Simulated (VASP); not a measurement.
Here is a VASP 6.6.1 calculation.

The input POSCAR:

```
CaS
1.0
    0.0000000000      2.8467868168      2.8467868168
    2.8467868168      0.0000000000      2.8467868168
    2.8467868168      2.8467868168      0.0000000000
Ca S
1 1
Direct
    0.5000000000      0.5000000000      0.5000000000
    0.0000000000      0.0000000000      0.0000000000
```

Contents of INCAR.step1:

```
SYSTEM = CaS
PREC = Accurate
ENCUT = 550
ISMEAR = 0
SIGMA = 0.05
LREAL = .FALSE.
LASPH = .TRUE.
NELM = 120
NBANDS = 15
GGA = PE
ALGO = Normal
EDIFF = 1E-5
LWAVE = .TRUE.
LCHARG = .FALSE.
GGA_COMPAT = .FALSE.
```

Contents of INCAR.step2:

```
SYSTEM = CaS
PREC = Accurate
ENCUT = 550
EDIFF = 1E-6
ISMEAR = 0
SIGMA = 0.05
LREAL = .FALSE.
LASPH = .TRUE.
NELM = 120
ALGO = Normal
ISIF = 2
LWAVE = .FALSE.
LCHARG = .FALSE.
METAGGA = R2SCAN
LMIXTAU = .TRUE.
NBANDS = 15
ISTART = 1
GGA_COMPAT = .FALSE.
```

The input KPOINTS:

```
regular mesh
0
G
  8 8 8
  0 0 0
```

Potentials or basis: VASP PAW PBE potentials, release 64 (Ca_sv, S).

Launch:

```bash
$ cat potpaw_PBE.64/Ca_sv/POTCAR potpaw_PBE.64/S/POTCAR > POTCAR
$ cp INCAR.step1 INCAR
$ mpirun -np 1 vasp_std > vasp.out
$ cp INCAR.step2 INCAR
$ mpirun -np 1 vasp_std > vasp.out
```

(1) What does it give for the pressure?

(2) Estimate the band gap on the k mesh.

Answers

(1) 0.4 GPa.

(2) 2.80 eV, indirect (least direct gap 3.63 eV).

Caveat: the PAW data sets were made with another functional, which shifts forces and pressure a little.
